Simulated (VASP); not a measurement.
Here is a VASP 6.6.1 calculation.

File INCAR:

```
SYSTEM = P
ALGO = Normal
EDIFF = 1E-6
ENCUT = 500
GGA = PS
GGA_COMPAT = .False.
ISIF = 2
ISMEAR = 0
LASPH = .True.
LCHARG = .False.
LREAL = .False.
LWAVE = .False.
NBANDS = 8
NELM = 120
PREC = Accurate
SIGMA = 0.15
```

KPOINTS

```
k-points
0
Gamma
  12 12 12
  0 0 0
```

Contents of POSCAR:

```
P
1.0
    4.2729048574      0.0000000000      0.1335282768
    0.0000000000      4.2729048574      0.0000000000
    0.1368125000      0.0000000000      4.3780000000
P
1
Direct
    0.0000000000      0.0000000000      0.0000000000
```

Potentials or basis: VASP PAW PBE potentials, release 64 (P).

The run is started by

```sh
$ cat potpaw_PBE.64/P/POTCAR > POTCAR
$ mpirun -np 1 vasp_std > vasp.out
```

Question: What does it give for the pressure?

Answer: -3.9 GPa.

Question: Predict the band gap on the k mesh.

Answer: Zero (an odd number of electrons rules out a gap without spin polarisation).

Stress tensor (GPa, compression positive):
```
-3.99  0.00 -0.24
 0.00 -4.00  0.00
-0.24  0.00 -3.57
```

Caveat: the cell differs from its parent crystal (strain +0.0625 x Voigt [0, 0, 0, 0, 1, 0]); the cell stands under tension; the atoms stand far beyond bonding distance, and open shells without spin polarisation read as a metal; the PAW data sets were made with another functional, which shifts forces and pressure a little.
